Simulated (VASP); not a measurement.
# ZnS (P6_3mc) in VASP: a series of runs

ZnS is run at these levels: PBEsol; tasks: electric field gradients.

All numbers are computed with VASP 6.6.1; they aren't measurements. Logs are shortened: lines on timing, memory, paths and dates and some standing lists are left out, and cuts for length are marked.

## (1) The cell of the first run

Symmetry: P6_3mc, No. 186, hexagonal system. The conventional cell has a = 3.811 Å, b = 3.811 Å, c = 6.172 Å, α = 90.00°, β = 90.00°, γ = 120.00°. Within 3.1 Å of Zn (site symmetry 3m) lie 4 S at 2.31 to 2.38 Å. S (site symmetry 3m) has 4 Zn at 2.31 to 2.38 Å within 3.1 Å.

## (2) Electric field gradients, PBEsol (zz strain of -1 %)

Input file INCAR:

```
PREC = Accurate
ENCUT = 520
EDIFF = 1E-8
ISMEAR = -1
SIGMA = 0.03
LREAL = F
LASPH = T
NELM = 80
ALGO = Normal
ISIF = 2
LWAVE = F
LCHARG = F
GGA = PS
LEFG = T
NBANDS = 26
```

Input file KPOINTS:

```
Automatic mesh
0
Gamma
  8 8 5
```

Input file POSCAR:

```
ZnS
1.0
    3.8109987816      0.0000000000      0.0000000000
   -1.9054993908      3.3004217586      0.0000000000
    0.0000000000      0.0000000000      6.1716600000
Zn S
2 2
Direct
    0.3333333333      0.6666666667      0.0000000000
    0.6666666667      0.3333333333      0.5000000000
    0.3333333333      0.6666666667      0.3850000000
    0.6666666667      0.3333333333      0.8850000000
```

Potentials or basis: VASP PAW PBE potentials, release 64 (Zn, S).

Run with:

```bash
cat potpaw_PBE.64/Zn/POTCAR potpaw_PBE.64/S/POTCAR > POTCAR
mpirun -np 1 vasp_std > vasp.out
```

OUTCAR:

```text
PREC = Accurate
   ENCUT = 520
   EDIFF = 1E-8
   ISMEAR = -1
   LREAL = F
   LASPH = T
   NELM = 80
   ISIF = 2
   GGA = PS

 ion  position               nearest neighbor table
   1  0.333  0.667  0.000-   4 2.31   4 2.31   4 2.31   3 2.38
   2  0.667  0.333  0.500-   3 2.31   3 2.31   3 2.31   4 2.38
   3  0.333  0.667  0.385-   2 2.31   2 2.31   2 2.31   1 2.38
   4  0.667  0.333  0.885-   1 2.31   1 2.31   1 2.31   2 2.38

  LATTYP: Found a hexagonal cell.
 ALAT       =     3.8109987816
 C/A-ratio  =     1.6194337374

  Lattice vectors:

 A1 = (   3.8109987816,   0.0000000000,   0.0000000000)
 A2 = (  -1.9054993908,   3.3004217586,   0.0000000000)
 A3 = (   0.0000000000,   0.0000000000,   6.1716600000)

Analysis of symmetry for initial positions (statically):
=====================================================================
 Subroutine PRICEL returns:
 Original cell was already a primitive cell.

 Routine SETGRP: Setting up the symmetry group for a
 hexagonal supercell.

 Subroutine GETGRP returns: Found 12 space group operations
 (whereof  6 operations were pure point group operations)
 out of a pool of 24 trial point group operations.

The static configuration has the point symmetry C_3v.
 The point group associated with its full space group is C_6v.

Analysis of symmetry for dynamics (positions and initial velocities):
=====================================================================
 Subroutine PRICEL returns:
 Original cell was already a primitive cell.

 Routine SETGRP: Setting up the symmetry group for a
 hexagonal supercell.

 Subroutine GETGRP returns: Found 12 space group operations
 (whereof  6 operations were pure point group operations)
 out of a pool of 24 trial point group operations.

The dynamic configuration has the point symmetry C_3v.
 The point group associated with its full space group is C_6v.

 Subroutine INISYM returns: Found 12 space group operations
 (whereof  6 operations are pure point group operations),
 and found     1 'primitive' translations

----------------------------------------------------------------------------------------

                                     Primitive cell

  volume of cell :      77.6265

  direct lattice vectors                    reciprocal lattice vectors
     3.810998782  0.000000000  0.000000000     0.262398405  0.151495789  0.000000000
    -1.905499391  3.300421759  0.000000000     0.000000000  0.302991579  0.000000000
     0.000000000  0.000000000  6.171660000     0.000000000  0.000000000  0.162030961

  length of vectors
     3.810998782  3.810998782  6.171660000     0.302991579  0.302991579  0.162030961

  position of ions in fractional coordinates (direct lattice)
     0.333333333  0.666666667  0.000000000
     0.666666667  0.333333333  0.500000000
     0.333333333  0.666666667  0.385000000
     0.666666667  0.333333333  0.885000000

  ion indices of the primitive-cell ions
   primitive index   ion index
                 1           1
                 2           2
                 3           3
                 4           4

----------------------------------------------------------------------------------------

 KPOINTS: Automatic mesh

Automatic generation of k-mesh.
 Grid dimensions read from file:
 generate k-points for:    8    8    5

 Generating k-lattice:

  Cartesian coordinates                     Fractional coordinates (reciprocal lattice)
     0.032799801  0.018936974  0.000000000     0.125000000  0.000000000  0.000000000
     0.000000000  0.037873947  0.000000000     0.000000000  0.125000000  0.000000000
     0.000000000  0.000000000  0.032406192     0.000000000  0.000000000  0.200000000

  Length of vectors
     0.037873947  0.037873947  0.032406192

  Shift w.r.t. Gamma in fractional coordinates (k-lattice)
     0.000000000  0.000000000  0.000000000

 Subroutine IBZKPT returns following result:
 ===========================================

 Found     30 irreducible k-points:

 Following reciprocal coordinates:
            Coordinates               Weight
  0.000000  0.000000  0.000000      1.000000
  0.125000  0.000000  0.000000      6.000000
  0.250000  0.000000  0.000000      6.000000
  0.375000  0.000000  0.000000      6.000000
  0.500000  0.000000  0.000000      3.000000
  0.125000  0.125000  0.000000      6.000000
[... 16 lines left out ...]
  0.250000  0.000000  0.400000     12.000000
  0.375000  0.000000  0.400000     12.000000
 [... further k-points ...]
   k-points           NKPTS =     30   k-points in BZ     NKDIM =     30   number of bands    NBANDS=     26
   number of dos      NEDOS =    301   number of ions     NIONS =      4
   total plane-waves  NPLWV =  37632
   dimension x,y,z NGX =    28 NGY =   28 NGZ =   48
   dimension x,y,z NGXF=    56 NGYF=   56 NGZF=   96
   ions per type =               2   2
   NGX,Y,Z   is equivalent  to a cutoff of  12.21, 12.21, 12.93 a.u.
   NGXF,Y,Z  is equivalent  to a cutoff of  24.43, 24.43, 25.86 a.u.
 SYSTEM =  unknown system
   PREC   = accura    normal or accurate (medium, high low for compatibility)
   ISTART =      0    job   : 0-new  1-cont  2-samecut
   ICHARG =      2    charge: 1-file 2-atom 10-const
   ISPIN  =      1    spin polarized calculation?
   LNONCOLLINEAR =      F non collinear calculations
   LSORBIT =      F    spin-orbit coupling
   LASPH  =      T    aspherical Exc in radial PAW
   ENCUT  =  520.0 eV  38.22 Ry    6.18 a.u.   7.09  7.09 11.48*2*pi/ulx,y,z
   NELM   =     80;   NELMIN=  2; NELMDL= -5     # of ELM steps
   EDIFF  = 0.1E-07   stopping-criterion for ELM
   LREAL  =      F    real-space projection
   EDIFFG = 0.1E-06   stopping-criterion for IOM
   NSW    =      0    number of steps for IOM
   IBRION =     -1    ionic relax: 0-MD 1-quasi-New 2-CG
   NFREE  =      0    steps in history (QN), initial steepest desc. (CG)
   ISIF   =      2    stress and relaxation
   ISYM   =      2    0-nonsym 1-usesym 2-fastsym
   POTIM  = 0.5000    time-step for ionic-motion
   TEBEG  =    0.0;   TEEND  =   0.0 temperature during run
   PSTRESS=    0.0 pullay stress
   NELECT =      36.0000    total number of electrons
   NUPDOWN=      -1.0000    fix difference up-down
   EMIN   =  10.00;   EMAX   =-10.00  energy-range for DOS
   EFERMI =   0.00;   METHOD = LEGACY
   ISMEAR =    -1;   SIGMA  =   0.03  broadening in eV -4-tet -1-fermi 0-gaus
   EFERMI_NEDOS =   21; number of points for ismear=-14 and -15
   IALGO  =     38    algorithm
   IMIX   =      4    mixing-type and parameters
     AMIX     =   0.40;   BMIX     =  1.00
     AMIX_MAG =   1.60;   BMIX_MAG =  1.00
  volume/ion in A,a.u.               =      19.41       130.96
  Fermi-wavevector in a.u.,A,eV,Ry     =   1.267182  2.394626 21.847550  1.605750
  Thomas-Fermi vector in A             =   2.400343
   LORBIT       =      0    0 simple, 1 ext, 2 COOP (PROOUT), +10 PAW based schemes
   GGA     = PS    functional components
   LHFCALC =     F    Hartree Fock is set to
   AEXX    =    0.0000 exact exchange contribution
   IVDW    =     0    specifies the selected vdW correction
   LEPSILON=     F    determine dielectric tensor
   LRPA    =     F    only Hartree local field effects (RPA)
 non-spin polarized calculation
  energy-cutoff  :      520.00
  volume of cell :       77.63
 maximum number of plane-waves:      2110
   NGX = 15   NGY = 15   NGZ = 23

 number of electron      35.9999970 magnetization

 Free energy of the ion-electron system (eV)
  ---------------------------------------------------
  ext. energy  EPLUGINS =         0.00000000
  ---------------------------------------------------
  free energy    TOTEN  =       -15.14934387 eV

  energy without entropy =      -15.14934387  energy(sigma->0) =      -15.14934387

 E-fermi :   2.7521     XC(G=0):  -9.9169

 val. band max:        2.1850217919   @ k =   0.0000   0.0000   0.0000
 cond. band min:       4.3299489608   @ k =   0.0000   0.0000   0.0000
 fundamental gap:      2.1449271689
 Fermi energy:         2.7520746079

 k-point     1 :       0.0000    0.0000    0.0000
  band No.  band energies     occupation
      1     -11.1134      2.00000
      2     -10.1280      2.00000
      3      -4.2721      2.00000
      4      -4.2721      2.00000
      5      -4.2059      2.00000
      6      -4.2053      2.00000
[... 18 lines left out ...]
     25       9.7062      0.00000
     26      11.4305      0.00000

 k-point     2 :       0.1250    0.0000    0.0000
  band No.  band energies     occupation
      1     -11.0048      2.00000
      2     -10.0673      2.00000
      3      -4.2832      2.00000
      4      -4.2468      2.00000
      5      -4.2003      2.00000
      6      -4.1772      2.00000
[... 18 lines left out ...]
     25      10.1960      0.00000
     26      10.7053      0.00000

 k-point     3 :       0.2500    0.0000    0.0000
  band No.  band energies     occupation
      1     -10.7125      2.00000
      2      -9.9263      2.00000
      3      -4.2906      2.00000
      4      -4.1909      2.00000
      5      -4.1798      2.00000
      6      -4.0973      2.00000
[... 18 lines left out ...]
     25      10.5097      0.00000
     26      11.0932      0.00000

 k-point     4 :       0.3750    0.0000    0.0000
  band No.  band energies     occupation
      1     -10.3494      2.00000
      2      -9.8154      2.00000
      3      -4.2643      2.00000
      4      -4.1467      2.00000
      5      -4.1199      2.00000
      6      -3.9991      2.00000
[... 18 lines left out ...]
     25      10.8404      0.00000
     26      12.3426      0.00000
[... 496 lines left out ...]
      1     -10.7138      2.00000
      2     -10.4267      2.00000
      3      -4.2796      2.00000
      4      -4.2483      2.00000
      5      -4.2278      2.00000
      6      -4.2049      2.00000
[... 18 lines left out ...]
     25       9.4413      0.00000
     26       9.8703      0.00000

 k-point    23 :       0.2500    0.0000    0.4000
  band No.  band energies     occupation
      1     -10.4596      2.00000
      2     -10.2173      2.00000
      3      -4.2956      2.00000
      4      -4.2546      2.00000
      5      -4.1603      2.00000
      6      -4.1287      2.00000
[... 18 lines left out ...]
     25      10.0309      0.00000
     26      10.5286      0.00000

 k-point    24 :       0.3750    0.0000    0.4000
  band No.  band energies     occupation
      1     -10.1648      2.00000
      2      -9.9989      2.00000
      3      -4.2821      2.00000
      4      -4.2382      2.00000
      5      -4.0978      2.00000
      6      -4.0517      2.00000
[... 18 lines left out ...]
     25      11.1320      0.00000
     26      11.5065      0.00000

 [... further k-points ...]
[... 5 lines left out ...]
  --------------------------------------------------------------------------------------
  -------------------------------------------------------------------------------------
  Total       -0.0918202     -0.0918202     -0.4200850      0.0000000      0.0000000      0.0000000
  in kB       -1.8951272     -1.8951272     -8.6703673      0.0000000      0.0000000      0.0000000
  external PRESSURE =      -4.1535406 kB  Pullay stress =       0.0000000 kB

 VOLUME and BASIS-vectors are now :
 -----------------------------------------------------------------------------
  energy-cutoff  :      520.00
  volume of cell :       77.63
      direct lattice vectors                 reciprocal lattice vectors
     3.810998782  0.000000000  0.000000000     0.262398405  0.151495789  0.000000000
    -1.905499391  3.300421759  0.000000000     0.000000000  0.302991579  0.000000000
     0.000000000  0.000000000  6.171660000     0.000000000  0.000000000  0.162030961

 POSITION                                       TOTAL-FORCE (eV/Angst)
 -----------------------------------------------------------------------------------
     -0.00000      2.20028      0.00000         0.000000      0.000000      0.268972
      1.90550      1.10014      3.08583        -0.000000     -0.000000      0.268972
     -0.00000      2.20028      2.37609        -0.000000      0.000000     -0.268972
      1.90550      1.10014      5.46192         0.000000     -0.000000     -0.268972
 -----------------------------------------------------------------------------------
    total drift:                               -0.000000     -0.000000      0.000228

  FREE ENERGIE OF THE ION-ELECTRON SYSTEM (eV)
  ---------------------------------------------------
  free  energy   TOTEN  =       -15.1493438677 eV

  energy  without entropy=      -15.1493438677  energy(sigma->0) =      -15.14934387

 Electric field gradients (V/A^2)
---------------------------------------------------------------------
 ion       V_xx      V_yy      V_zz      V_xy      V_xz      V_yz
---------------------------------------------------------------------
   1      -7.483    -7.476    14.959     0.006    -0.000     0.000
   2      -7.483    -7.476    14.959     0.006     0.000    -0.000
   3       3.518     3.517    -7.035    -0.000    -0.000     0.000
   4       3.518     3.517    -7.035    -0.000     0.000    -0.000
---------------------------------------------------------------------

 Electric field gradients after diagonalization (V/A^2)
 (convention: |V_zz| > |V_xx| > |V_yy|)
----------------------------------------------------------------------
 ion       V_xx      V_yy      V_zz     asymmetry (V_yy - V_xx)/ V_zz
----------------------------------------------------------------------
   1      -7.486    -7.473    14.959       0.001
   2      -7.486    -7.473    14.959       0.001
   3       3.518     3.517    -7.035       0.000
   4       3.518     3.517    -7.035       0.000
----------------------------------------------------------------------

           NMR quadrupolar parameters

 Cq : quadrupolar parameter    Cq=e*Q*V_zz/h
 eta: asymmetry parameters     (V_yy - V_xx)/ V_zz
 Q  : nuclear electric quadrupole moment in mb (millibarn)
----------------------------------------------------------------------
 ion       Cq(MHz)       eta       Q (mb)
----------------------------------------------------------------------
   1       0.036       0.001       1.000
   2       0.036       0.001       1.000
   3      -0.017       0.000       1.000
   4      -0.017       0.000       1.000
----------------------------------------------------------------------
```

Run time: 89 s. Hardware: 1 thread of Intel Xeon 8259CL, shared host; peak memory 0.21 GiB.

Results:

- Free energy: -15.1493 eV
- Pressure: -0.4 GPa
- Largest force: 0.269 eV/Å
- Band gap on the k mesh: 2.14 eV
- Largest electric field gradient by atom: Zn +15.0; S -7.0 V/Å²

Forces in eV/Å, atoms in the order of the input:
```
Zn   0.000  0.000  0.269
Zn   0.000  0.000  0.269
S    0.000  0.000 -0.269
S    0.000  0.000 -0.269
```

Stress tensor (GPa, compression positive):
```
-0.19  0.00  0.00
 0.00 -0.19  0.00
 0.00  0.00 -0.87
```

Electric field gradients, principal values (V/Å²):
```
atom   least  middle  greatest (by size)
1 Zn  -7.473  -7.486              14.959
2 Zn  -7.473  -7.486              14.959
 3 S   3.517   3.518              -7.035
 4 S   3.517   3.518              -7.035
```

Caveat: the cell differs from its parent crystal (zz strain of -1 %); without QUAD_EFG the Cq values of the log hold for a quadrupole moment of 1 mb, not for the nuclei; the PAW data sets were made with another functional, which shifts forces and pressure a little.

[end of part 1 of 3]
